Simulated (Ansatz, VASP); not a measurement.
**Two plane-wave programs on CoO**

```
CELL_PARAMETERS angstrom
-1.48762 1.48762 2.07877
1.48762 -1.48762 2.07877
1.48762 1.48762 -2.07877
ATOMIC_POSITIONS crystal
Co 0.00000 0.00000 0.00000
O 0.50000 0.50000 0.00000
```

Alike in both runs: task single point; functional PBE; k mesh 12 × 12 × 12; occupations fermi-dirac, width 0.05 eV; collinear spin.

|  | VASP | Ansatz |
| --- | --- | --- |
| version | VASP 6.6.1 | Ansatz 0.2.0 |
| potentials or method | VASP PAW PBE potentials, release 64 (Co, O) | Ansatz PAW |
| plane-wave cutoff (eV) | 520 | 420 |
| valence electrons in the cell | 15 | 23 |

|  | VASP | Ansatz | Ansatz less VASP |
| --- | --- | --- | --- |
| gap on the k mesh at the Fermi level (eV) | none | none | - |
| pressure (GPa) | 6.2 | 7.1 | +0.89 |
| traceless stress, the component that is largest in VASP (GPa) | 0.34 | 0.29 | -0.048 |
| net moment per atom (μB) | 1.36 | 1.39 | +0.031 |
| size of the moment on the site where the two differ most (μB) | 2.42 | 2.37 | -0.050 |

Site moments also hang on the region over which each program counts them. A gap of «none» marks a metal or a gap that the smearing closes. VASP's potentials hold 15 valence electrons a cell and Ansatz's 23, so a difference there can come from the potentials and not from the codes.
